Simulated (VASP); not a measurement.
Write the native input for VASP 6.6.1 that does the following.

```
Task                   : single point
Functional             : PBE
Potentials or basis    : VASP PAW PBE potentials, release 64 (In_d)
Cutoff                 : 520 eV
k mesh                 : 8 × 8 × 8
Occupations            : fermi-dirac, width 0.05 eV
Spin                   : no spin polarisation
Dipole correction      : no
Further INCAR settings : ALGO = Normal; EDIFF = 1e-07; NBANDS = 20
```

The structure of In lies in POSCAR:

```
In
1.0
    0.0000000000      3.2520696876      3.2520696876
    3.2520696876      0.0000000000      3.2520696876
    3.2520696876      3.2520696876      0.0000000000
In
2
Direct
   -0.2375000000     -0.0875000000     -0.0875000000
    0.2375000000      0.0875000000      0.0875000000
```

This cell differs from its parent crystal: shortest bond scaled by 0.7.

One way to write it, as run:

INCAR

```
SYSTEM = In
PREC     = Accurate       ! precision mode
ENCUT    = 520            ! plane-wave cutoff, eV
EDIFF    = 1E-7           ! SCF threshold, eV
ISMEAR   = -1             ! smearing method
SIGMA    = 0.05           ! smearing width, eV
LREAL    = .False.        ! projectors in reciprocal space
LASPH    = .True.         ! aspherical terms in the spheres
NELM     = 100            ! most SCF steps
ALGO     = Normal         ! electronic algorithm
ISIF     = 2              ! what is computed and relaxed
LWAVE    = .False.        ! write WAVECAR
LCHARG   = .True.         ! write CHGCAR
GGA      = PE             ! functional
LELF     = .True.         ! ELF
LVHAR    = .True.       
NBANDS   = 20             ! bands
```

KPOINTS

```
Automatic mesh
0
Gamma
  8 8 8
  0 0 0
```

Potentials or basis: VASP PAW PBE potentials, release 64 (In_d).

Command:

```console
$ cat potpaw_PBE.64/In_d/POTCAR > POTCAR
$ mpirun -np 1 vasp_std > vasp.out
```

Results of the run:

```json
{
  "Pressure": "28.4 GPa",
  "Largest force": "21.351 eV/Å",
  "Band gap on the k mesh": "zero (band 13 reaches 7.04 eV, above the bottom of band 14 at 3.51 eV)"
}
```

Caveat: the cell differs from its parent crystal (shortest bond scaled by 0.7); spin-orbit coupling is left out, which moves the levels of the heavy elements; forces of over 1 eV/Å act on the atoms, so gaps and moduli don't describe the material at rest.

Wall time 110 s on 1 thread of Intel(R) Xeon(R) Platinum 8488C (Sapphire Rapids), on a shared host, peak memory 0.23 GiB.
